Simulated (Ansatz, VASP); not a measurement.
## Two plane-wave programs on Ir2Rh

```xyz
6
Lattice="2.7398 0.0000 0.0000 -1.3699 2.3728 0.0000 0.0000 0.0000 13.2879" Properties=species:S:1:pos:R:3 pbc="T T T"
Ir    0.0000    1.5818    1.1017
Ir    0.0000    1.5818    5.5423
Ir    1.3699    0.7909    7.7457
Ir    1.3699    0.7909   12.1862
Rh    0.0000    1.5818    9.9659
Rh    1.3699    0.7909    3.3220
```

Alike in both runs: task single point; functional r2SCAN; k mesh 18 × 18 × 4; occupations gaussian, width 0.1 eV; no spin polarisation.

```csv
,VASP,Ansatz
version,VASP 6.6.1,Ansatz 0.2.0
potentials or method,"VASP PAW PBE potentials, release 64 (Ir, Rh_pv), cutoff 520 eV","scalar-relativistic, plane waves, PAW"
valence electrons in the cell,66,102
```

Ansatz gave:

- gap on the k mesh at the Fermi level (eV): none
- pressure (GPa): -7.0
- traceless stress, the component that is largest in VASP (GPa): -0.14
- rms of the force components (eV/Å): 0.027

**Question.** What did VASP give for the same quantities?

**Answer.** gap on the k mesh at the Fermi level (eV): none; pressure (GPa): -5.1; traceless stress, the component that is largest in VASP (GPa): -0.05; rms of the force components (eV/Å): 0.003.

VASP's potentials were made for PBE, not for r2SCAN. Atom by atom the forces differ by 0.025 eV/Å (rms over components). A gap of «none» marks a metal or a gap that the smearing closes. VASP's potentials hold 66 valence electrons a cell and Ansatz's 102, so a difference there can come from the potentials and not from the codes.

Neither program's run includes spin-orbit coupling.
